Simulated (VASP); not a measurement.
Write the native input for VASP 6.6.1 that does the following.

| Item | Value |
| --- | --- |
| Task | single point |
| Functional | PBE |
| Potentials or basis | VASP PAW PBE potentials, release 64 (Cd, Te) |
| Cutoff | 520 eV |
| k mesh | 4 × 4 × 4 |
| Occupations | gaussian, width 0.1 eV |
| Spin | no spin polarisation |
| Dipole correction | no |
| Further INCAR settings | ALGO = Normal; EDIFF = 1e-07; NBANDS = 26 |

The structure of CdTe lies in POSCAR:

```
CdTe
1.0
    4.9969590800      0.0000000000      0.0000000000
    0.0000000000      4.9969590800      0.0000000000
    0.0000000000      0.0000000000      7.0667672900
Cd Te
2 2
Direct
    0.0000000000      0.0000000000      0.0000000000
    0.5000000000      0.5000000000      0.0000000000
    0.5000000000      0.0000000000      0.7500000000
    0.0000000000      0.5000000000      0.2500000000
```

One way to write it, as run:

INCAR

```
  PREC = Accurate
  ENCUT = 520
  EDIFF = 1E-7
  ISMEAR = 0
  SIGMA = 0.1
  LREAL = F
  LASPH = T
  NELM = 60
  ALGO = Normal
  ISIF = 2
  LWAVE = F
  LCHARG = F
  GGA = PE
  NBANDS = 26
```

KPOINTS

```
Automatic mesh
0
Gamma
  4 4 4
```

Potentials or basis: VASP PAW PBE potentials, release 64 (Cd, Te).

Run with:

```bash
$ cat potpaw_PBE.64/Cd/POTCAR potpaw_PBE.64/Te/POTCAR > POTCAR
$ mpirun -np 1 vasp_std > vasp.out
```

Results of the run:

```json
{
 "Pressure": "-3.1 GPa",
 "Largest force": "0.734 eV/Å",
 "Band gap on the k mesh": "0.63 eV, direct"
}
```

Caveat: spin-orbit coupling is left out, which moves the levels of the heavy elements.

Wall time 38 s on 1 thread of Intel(R) Xeon(R) 6975P-C (Granite Rapids), on a shared host, peak memory 0.31 GiB.
